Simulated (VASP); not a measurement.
# TePb (rocksalt type) (Fm-3m) in VASP: a series of runs

Runs on TePb (rocksalt type). Level: PBE. Tasks: relaxation of cell and atoms.

Everything below comes from runs of VASP 6.6.1. Logs are shortened: lines on timing, memory, paths and dates and some standing lists are left out, and cuts for length are marked.

## Step 1: The cell of the first run

Symmetry: Fm-3m, No. 225, cubic system. Conventional cell: a = 5.599 Å, b = 5.599 Å, c = 5.599 Å, α = 90.00°, β = 90.00°, γ = 90.00°. Within 3.7 Å of Pb (site symmetry m-3m) lie 6 Te at 2.80 Å. Within 3.7 Å of Te (site symmetry m-3m) lie 6 Pb at 2.80 Å.

## Step 2: Relaxation of cell and atoms, PBE, target pressure 54 GPa, at which the enthalpy is minimised

Input file INCAR:

```
  PREC = Accurate
  ENCUT = 600
  EDIFF = 1E-6
  ISMEAR = -1
  SIGMA = 0.08
  LREAL = F
  LASPH = T
  NELM = 80
  ALGO = Normal
  ISIF = 3
  LWAVE = F
  LCHARG = F
  GGA = PE
  IBRION = 2
  NSW = 32
  EDIFFG = -0.005
  PSTRESS = 540.0
```

Input file KPOINTS:

```
Automatic mesh
0
Gamma
  13 13 13
```

Input file POSCAR:

```
TePb
1.0
    0.0000000000      2.7992828609      2.7992828609
    2.7992828609      0.0000000000      2.7992828609
    2.7992828609      2.7992828609      0.0000000000
Pb Te
1 1
Direct
    0.0000000000      0.0000000000      0.0000000000
    0.5000000000      0.5000000000      0.5000000000
```

Potentials or basis: VASP PAW PBE potentials, release 64 (Pb_d, Te).

Launch:

```bash
> cat potpaw_PBE.64/Pb_d/POTCAR potpaw_PBE.64/Te/POTCAR > POTCAR
> mpirun -np 1 vasp_std > vasp.out
```

OUTCAR:

```text
PREC = Accurate
   ENCUT = 600
   EDIFF = 1E-6
   ISMEAR = -1
   LREAL = F
   LASPH = T
   NELM = 80
   ISIF = 3
   GGA = PE
   IBRION = 2
   NSW = 32
   EDIFFG = -0.005
   PSTRESS = 540.0

 ion  position               nearest neighbor table
   1  0.000  0.000  0.000-   2 2.80   2 2.80   2 2.80   2 2.80   2 2.80   2 2.80
   2  0.500  0.500  0.500-   1 2.80   1 2.80   1 2.80   1 2.80   1 2.80   1 2.80

  LATTYP: Found a face centered cubic cell.
 ALAT       =     5.5985657218

  Lattice vectors:

 A1 = (   0.0000000000,   2.7992828609,   2.7992828609)
 A2 = (   2.7992828609,   0.0000000000,   2.7992828609)
 A3 = (   2.7992828609,   2.7992828609,   0.0000000000)

Analysis of symmetry for initial positions (statically):
=====================================================================
 Subroutine PRICEL returns:
 Original cell was already a primitive cell.

 Routine SETGRP: Setting up the symmetry group for a
 face centered cubic supercell.

 Subroutine GETGRP returns: Found 48 space group operations
 (whereof 48 operations were pure point group operations)
 out of a pool of 48 trial point group operations.

The static configuration has the point symmetry O_h .

Analysis of symmetry for dynamics (positions and initial velocities):
=====================================================================
 Subroutine PRICEL returns:
 Original cell was already a primitive cell.

 Routine SETGRP: Setting up the symmetry group for a
 face centered cubic supercell.

 Subroutine GETGRP returns: Found 48 space group operations
 (whereof 48 operations were pure point group operations)
 out of a pool of 48 trial point group operations.

The dynamic configuration has the point symmetry O_h .

 Subroutine INISYM returns: Found 48 space group operations
 (whereof 48 operations are pure point group operations),
 and found     1 'primitive' translations

----------------------------------------------------------------------------------------

                                     Primitive cell

  volume of cell :      43.8703

  direct lattice vectors                    reciprocal lattice vectors
     0.000000000  2.799282861  2.799282861    -0.178617176  0.178617176  0.178617176
     2.799282861  0.000000000  2.799282861     0.178617176 -0.178617176  0.178617176
     2.799282861  2.799282861  0.000000000     0.178617176  0.178617176 -0.178617176

  length of vectors
     3.958783787  3.958783787  3.958783787     0.309374024  0.309374024  0.309374024

  position of ions in fractional coordinates (direct lattice)
     0.000000000  0.000000000  0.000000000
     0.500000000  0.500000000  0.500000000

  ion indices of the primitive-cell ions
   primitive index   ion index
                 1           1
                 2           2

----------------------------------------------------------------------------------------

 KPOINTS: Automatic mesh

Automatic generation of k-mesh.
 Grid dimensions read from file:
 generate k-points for:   13   13   13

 Generating k-lattice:

  Cartesian coordinates                     Fractional coordinates (reciprocal lattice)
    -0.013739783  0.013739783  0.013739783     0.076923077  0.000000000  0.000000000
     0.013739783 -0.013739783  0.013739783     0.000000000  0.076923077  0.000000000
     0.013739783  0.013739783 -0.013739783     0.000000000  0.000000000  0.076923077

  Length of vectors
     0.023798002  0.023798002  0.023798002

  Shift w.r.t. Gamma in fractional coordinates (k-lattice)
     0.000000000  0.000000000  0.000000000

 Subroutine IBZKPT returns following result:
 ===========================================

 Found     84 irreducible k-points:

 Following reciprocal coordinates:
            Coordinates               Weight
  0.000000  0.000000  0.000000      1.000000
  0.076923  0.000000  0.000000      8.000000
  0.153846  0.000000  0.000000      8.000000
  0.230769  0.000000  0.000000      8.000000
  0.307692  0.000000  0.000000      8.000000
  0.384615  0.000000  0.000000      8.000000
[... 16 lines left out ...]
  0.384615  0.153846  0.000000     24.000000
  0.461538  0.153846  0.000000     24.000000
 [... further k-points ...]
   k-points           NKPTS =     84   k-points in BZ     NKDIM =     84   number of bands    NBANDS=     14
   number of dos      NEDOS =    301   number of ions     NIONS =      2
   total plane-waves  NPLWV =  32768
   dimension x,y,z NGX =    32 NGY =   32 NGZ =   32
   dimension x,y,z NGXF=    64 NGYF=   64 NGZF=   64
   ions per type =               1   1
   NGX,Y,Z   is equivalent  to a cutoff of  13.44, 13.44, 13.44 a.u.
   NGXF,Y,Z  is equivalent  to a cutoff of  26.88, 26.88, 26.88 a.u.
 SYSTEM =  unknown system
   PREC   = accura    normal or accurate (medium, high low for compatibility)
   ISTART =      0    job   : 0-new  1-cont  2-samecut
   ICHARG =      2    charge: 1-file 2-atom 10-const
   ISPIN  =      1    spin polarized calculation?
   LNONCOLLINEAR =      F non collinear calculations
   LSORBIT =      F    spin-orbit coupling
   LASPH  =      T    aspherical Exc in radial PAW
   ENCUT  =  600.0 eV  44.10 Ry    6.64 a.u.   7.91  7.91  7.91*2*pi/ulx,y,z
   NELM   =     80;   NELMIN=  2; NELMDL= -5     # of ELM steps
   EDIFF  = 0.1E-05   stopping-criterion for ELM
   LREAL  =      F    real-space projection
   EDIFFG = -.5E-02   stopping-criterion for IOM
   NSW    =     32    number of steps for IOM
   IBRION =      2    ionic relax: 0-MD 1-quasi-New 2-CG
   NFREE  =      1    steps in history (QN), initial steepest desc. (CG)
   ISIF   =      3    stress and relaxation
   ISYM   =      2    0-nonsym 1-usesym 2-fastsym
   POTIM  = 0.5000    time-step for ionic-motion
   TEBEG  =    0.0;   TEEND  =   0.0 temperature during run
   PSTRESS=  540.0 pullay stress
   NELECT =      20.0000    total number of electrons
   NUPDOWN=      -1.0000    fix difference up-down
   EMIN   =  10.00;   EMAX   =-10.00  energy-range for DOS
   EFERMI =   0.00;   METHOD = LEGACY
   ISMEAR =    -1;   SIGMA  =   0.08  broadening in eV -4-tet -1-fermi 0-gaus
   EFERMI_NEDOS =   21; number of points for ismear=-14 and -15
   IALGO  =     38    algorithm
   IMIX   =      4    mixing-type and parameters
     AMIX     =   0.40;   BMIX     =  1.00
     AMIX_MAG =   1.60;   BMIX_MAG =  1.00
  volume/ion in A,a.u.               =      21.94       148.03
  Fermi-wavevector in a.u.,A,eV,Ry     =   1.259973  2.381004 21.599698  1.587533
  Thomas-Fermi vector in A             =   2.393506
   LORBIT       =      0    0 simple, 1 ext, 2 COOP (PROOUT), +10 PAW based schemes
   GGA     = PE    functional components
   LHFCALC =     F    Hartree Fock is set to
   AEXX    =    0.0000 exact exchange contribution
   IVDW    =     0    specifies the selected vdW correction
   LEPSILON=     F    determine dielectric tensor
   LRPA    =     F    only Hartree local field effects (RPA)
 conjugate gradient relaxation of ions
 non-spin polarized calculation
  energy-cutoff  :      600.00
  volume of cell :       43.87
 maximum number of plane-waves:      1477
   NGX = 15   NGY = 15   NGZ = 15

 number of electron      19.9999998 magnetization

 Free energy of the ion-electron system (eV)
  ---------------------------------------------------
  ext. energy  EPLUGINS =         0.00000000
  ---------------------------------------------------
  free energy    TOTEN  =        -4.57570603 eV

  energy without entropy =       -4.56783482  energy(sigma->0) =       -4.57177042

 E-fermi :  12.4735     XC(G=0): -11.3888

 val. band max:       12.4504142279   @ k =  -0.3077   0.0769   0.0000
 cond. band min:      12.5682139971   @ k =  -0.3846   0.0769   0.0000
 fundamental gap:      0.1177997692
 Fermi energy:        12.4734613292

 k-point     1 :       0.0000    0.0000    0.0000
  band No.  band energies     occupation
      1      -5.6404      2.00000
      2      -5.6404      2.00000
      3      -5.5813      2.00000
      4      -5.5813      2.00000
      5      -5.5813      2.00000
      6      -4.1367      2.00000
      7       8.6159      2.00000
      8       9.2559      2.00000
      9       9.2559      2.00000
     10       9.2559      2.00000
     11      16.8449      0.00000
     12      16.8449      0.00000
     13      16.8450      0.00000
     14      17.1817      0.00000

 k-point     2 :       0.0769    0.0000    0.0000
  band No.  band energies     occupation
      1      -5.6458      2.00000
      2      -5.6458      2.00000
      3      -5.5819      2.00000
      4      -5.5774      2.00000
      5      -5.5774      2.00000
      6      -4.0507      2.00000
      7       7.4404      2.00000
      8       9.2878      2.00000
      9       9.2878      2.00000
     10      10.2785      2.00000
     11      16.0880      0.00000
     12      16.3542      0.00000
     13      16.3542      0.00000
     14      16.9529      0.00000

 k-point     3 :       0.1538    0.0000    0.0000
  band No.  band energies     occupation
      1      -5.6625      2.00000
      2      -5.6625      2.00000
      3      -5.5844      2.00000
      4      -5.5647      2.00000
      5      -5.5647      2.00000
      6      -3.7929      2.00000
      7       5.9425      2.00000
      8       9.3847      2.00000
      9       9.3847      2.00000
     10      11.2795      2.00000
     11      15.1591      0.00000
     12      15.4435      0.00000
     13      15.4435      0.00000
     14      16.8667      0.00000
[... 324 lines left out ...]
 k-point    23 :       0.3846    0.1538    0.0000
  band No.  band energies     occupation
      1      -5.8280      2.00000
      2      -5.6767      2.00000
      3      -5.5963      2.00000
      4      -5.5254      2.00000
      5      -5.4969      2.00000
      6      -2.1936      2.00000
      7       2.8049      2.00000
      8       8.4030      2.00000
      9       8.7398      2.00000
     10       9.9423      2.00000
     11      14.5320      0.00000
     12      15.3330      0.00000
     13      15.9802      0.00000
     14      16.7815      0.00000

 k-point    24 :       0.4615    0.1538    0.0000
  band No.  band energies     occupation
      1      -5.8364      2.00000
      2      -5.7032      2.00000
      3      -5.5922      2.00000
      4      -5.5184      2.00000
      5      -5.4862      2.00000
      6      -1.4680      2.00000
      7       1.6421      2.00000
      8       8.2834      2.00000
      9       8.6648      2.00000
     10      10.0742      2.00000
     11      14.3264      0.00000
     12      14.6260      0.00000
     13      16.1050      0.00000
     14      17.6875      0.00000

 [... further k-points ...]
[... 5 lines left out ...]
  --------------------------------------------------------------------------------------
  -------------------------------------------------------------------------------------
  Total       14.7924017     14.7924017     14.7924017      0.0000000     -0.0000000     -0.0000000
  in kB      540.2302821    540.2302821    540.2302821      0.0000000     -0.0000000     -0.0000000
  external PRESSURE =       0.2302821 kB  Pullay stress =     540.0000000 kB

 VOLUME and BASIS-vectors are now :
 -----------------------------------------------------------------------------
  energy-cutoff  :      600.00
  volume of cell :       43.87
      direct lattice vectors                 reciprocal lattice vectors
     0.000000000  2.799282861  2.799282861    -0.178617176  0.178617176  0.178617176
     2.799282861  0.000000000  2.799282861     0.178617176 -0.178617176  0.178617176
     2.799282861  2.799282861  0.000000000     0.178617176  0.178617176 -0.178617176

 POSITION                                       TOTAL-FORCE (eV/Angst)
 -----------------------------------------------------------------------------------
      0.00000      0.00000      0.00000         0.000000      0.000000      0.000000
      2.79928      2.79928      2.79928         0.000000     -0.000000     -0.000000
 -----------------------------------------------------------------------------------
    total drift:                                0.000000     -0.000000     -0.000000

  FREE ENERGIE OF THE ION-ELECTRON SYSTEM (eV)
  ---------------------------------------------------
  free  energy   TOTEN  =        -4.5757060269 eV

  energy  without entropy=       -4.5678348223  energy(sigma->0) =       -4.57177042

  enthalpy is  TOTEN    =        10.2103902067 eV   P V=       14.7860962336

 reached required accuracy - stopping structural energy minimisation
```

Wall time 28 s (1 thread of AMD EPYC 9R45 (Zen 5), shared host); peak memory 0.19 GiB.

Results:

| Property | Result |
| --- | --- |
| Free energy | -4.5757 eV |
| Pressure after relaxing | 54.0 GPa |

Final structure:
```yaml
crystal:
  lattice:
    - [0.00000, 2.79928, 2.79928]
    - [2.79928, 0.00000, 2.79928]
    - [2.79928, 2.79928, 0.00000]
  atoms:
    - { symbol: Pb, position: [0.00000, 0.00000, 0.00000] }
    - { symbol: Te, position: [0.50000, 0.50000, 0.50000] }
```

Caveat: the relaxation stopped at its first step, so nothing moved; this odd mesh misses L, so gap, dielectric constants and Born charges aren't listed; the cell is relaxed towards a set pressure, so the run minimises the enthalpy, not the energy; spin-orbit coupling is left out, which moves the levels of the heavy elements.

## Step 3: Relaxation of cell and atoms, PBE, target pressure 54 GPa, at which the enthalpy is minimised

Input file INCAR:

```
SYSTEM = TePb
PREC = Accurate
ENCUT = 600
EDIFF = 1E-6
ISMEAR = -1
SIGMA = 0.08
LREAL = .False.
LASPH = .True.
NELM = 80
ALGO = Normal
ISIF = 3
LWAVE = .False.
LCHARG = .False.
GGA = PE
IBRION = 2
NSW = 60
EDIFFG = -0.005
PSTRESS = 540.0
```

Input file KPOINTS:

```
regular mesh
0
Gamma
  13 13 13
  0 0 0
```

Input file POSCAR:

```
TePb
1.0
    0.0000000000      2.7999519347      2.7999519347
    2.7999519347      0.0000000000      2.7999519347
    2.7999519347      2.7999519347      0.0000000000
Pb Te
1 1
Direct
    0.0000000000      0.0000000000      0.0000000000
    0.5000000000      0.5000000000      0.5000000000
```

Potentials or basis: VASP PAW PBE potentials, release 64 (Pb_d, Te).

Launch:

```bash
> cat potpaw_PBE.64/Pb_d/POTCAR potpaw_PBE.64/Te/POTCAR > POTCAR
> mpirun -np 1 vasp_std > vasp.out
```

OUTCAR:

```text
SYSTEM = TePb
   PREC = Accurate
   ENCUT = 600
   EDIFF = 1E-6
   ISMEAR = -1
   LREAL = .False.
   LASPH = .True.
   NELM = 80
   ISIF = 3
   GGA = PE
   IBRION = 2
   NSW = 60
   EDIFFG = -0.005
   PSTRESS = 540.0

 ion  position               nearest neighbor table
   1  0.000  0.000  0.000-   2 2.80   2 2.80   2 2.80   2 2.80   2 2.80   2 2.80
   2  0.500  0.500  0.500-   1 2.80   1 2.80   1 2.80   1 2.80   1 2.80   1 2.80

  LATTYP: Found a face centered cubic cell.
 ALAT       =     5.5999038694

  Lattice vectors:

 A1 = (   0.0000000000,   2.7999519347,   2.7999519347)
 A2 = (   2.7999519347,   0.0000000000,   2.7999519347)
 A3 = (   2.7999519347,   2.7999519347,   0.0000000000)

Analysis of symmetry for initial positions (statically):
=====================================================================
 Subroutine PRICEL returns:
 Original cell was already a primitive cell.

 Routine SETGRP: Setting up the symmetry group for a
 face centered cubic supercell.

 Subroutine GETGRP returns: Found 48 space group operations
 (whereof 48 operations were pure point group operations)
 out of a pool of 48 trial point group operations.

The static configuration has the point symmetry O_h .

Analysis of symmetry for dynamics (positions and initial velocities):
=====================================================================
 Subroutine PRICEL returns:
 Original cell was already a primitive cell.
[... 166 lines left out ...]
  external PRESSURE =      -1.4623242 kB  Pullay stress =     540.0000000 kB
[... 63 lines left out ...]
--------------------------------------- Ionic step        3  -------------------------------------------

 number of electron      19.9999998 magnetization

 Free energy of the ion-electron system (eV)
  ---------------------------------------------------
  ext. energy  EPLUGINS =         0.00000000
  ---------------------------------------------------
  free energy    TOTEN  =        -4.57583480 eV

  energy without entropy =       -4.56796502  energy(sigma->0) =       -4.57189991

 E-fermi :  12.4732     XC(G=0): -11.3887

 val. band max:       12.4501513534   @ k =  -0.3077   0.0769   0.0000
 cond. band min:      12.5680797122   @ k =  -0.3846   0.0769   0.0000
 fundamental gap:      0.1179283588
 Fermi energy:        12.4732408180

 k-point     1 :       0.0000    0.0000    0.0000
  band No.  band energies     occupation
      1      -5.6402      2.00000
      2      -5.6402      2.00000
      3      -5.5811      2.00000
      4      -5.5811      2.00000
      5      -5.5811      2.00000
      6      -4.1369      2.00000
      7       8.6156      2.00000
      8       9.2555      2.00000
      9       9.2555      2.00000
     10       9.2555      2.00000
     11      16.8447      0.00000
     12      16.8447      0.00000
     13      16.8447      0.00000
     14      17.1814      0.00000
[... 377 lines left out ...]
      1      -5.8362      2.00000
      2      -5.7030      2.00000
      3      -5.5920      2.00000
      4      -5.5182      2.00000
      5      -5.4860      2.00000
      6      -1.4684      2.00000
      7       1.6420      2.00000
      8       8.2831      2.00000
      9       8.6645      2.00000
     10      10.0740      2.00000
     11      14.3261      0.00000
     12      14.6258      0.00000
     13      16.1047      0.00000
     14      17.6873      0.00000

 [... further k-points ...]
[... 5 lines left out ...]
  --------------------------------------------------------------------------------------
  -------------------------------------------------------------------------------------
  Total       14.7893173     14.7893173     14.7893173      0.0000000      0.0000000     -0.0000000
  in kB      540.1131953    540.1131953    540.1131953      0.0000000      0.0000000     -0.0000000
  external PRESSURE =       0.1131953 kB  Pullay stress =     540.0000000 kB
[... 21 lines left out ...]
  energy  without entropy=       -4.5679650170  energy(sigma->0) =       -4.57189991

  enthalpy is  TOTEN    =        10.2103830167 eV   P V=       14.7862178138

 reached required accuracy - stopping structural energy minimisation
```

It took 56 s on 1 thread of AMD EPYC 9R45 (Zen 5), shared host; peak memory 0.2 GiB.

What came out:

```
Free energy                                                : -4.5758 eV
Relaxed volume                                             : 21.94 Å³/atom
Relaxed cell                                               : a = 3.959 Å, b = 3.959 Å, c = 3.959 Å, α = 60.00°, β = 60.00°, γ = 60.00°
Space group after relaxing (to 0.1 Å)                      : Fm-3m (No. 225)
Energy change on relaxing (the run minimises the enthalpy) : +5.2 meV/atom
Ionic steps                                                : 3
Pressure after relaxing                                    : 54.0 GPa
```

The path:
| step | energy change (eV) | largest force (eV/Å) | pressure (GPa) | volume (Å³) |
| --- | --- | --- | --- | --- |
| 1 | 0.0000 | 0.0000 | 53.85 | 43.90 |
| 2 | 0.0430 | 0.0000 | 54.51 | 43.77 |
| 3 | 0.0105 | 0.0000 | 54.01 | 43.87 |

Final structure:
```
Pb Te
1.0
     0.00000    2.79929    2.79929
     2.79929    0.00000    2.79929
     2.79929    2.79929    0.00000
Pb Te
1 1
Direct
  0.00000 0.00000 0.00000
  0.50000 0.50000 0.50000
```

Levels at points of the mesh, in eV from the Fermi level:
```csv
k point,band 6,band 7,band 8,band 9,band 10,band 11,band 12,band 13,band 14
"(0.00, 0.00, 0.00)",-16.61,-3.86,-3.22,-3.22,-3.22,4.37,4.37,4.37,4.71
```

Caveat: this odd mesh misses L, so gap, dielectric constants and Born charges aren't listed; the cell is relaxed towards a set pressure, so the run minimises the enthalpy, not the energy; spin-orbit coupling is left out, which moves the levels of the heavy elements.
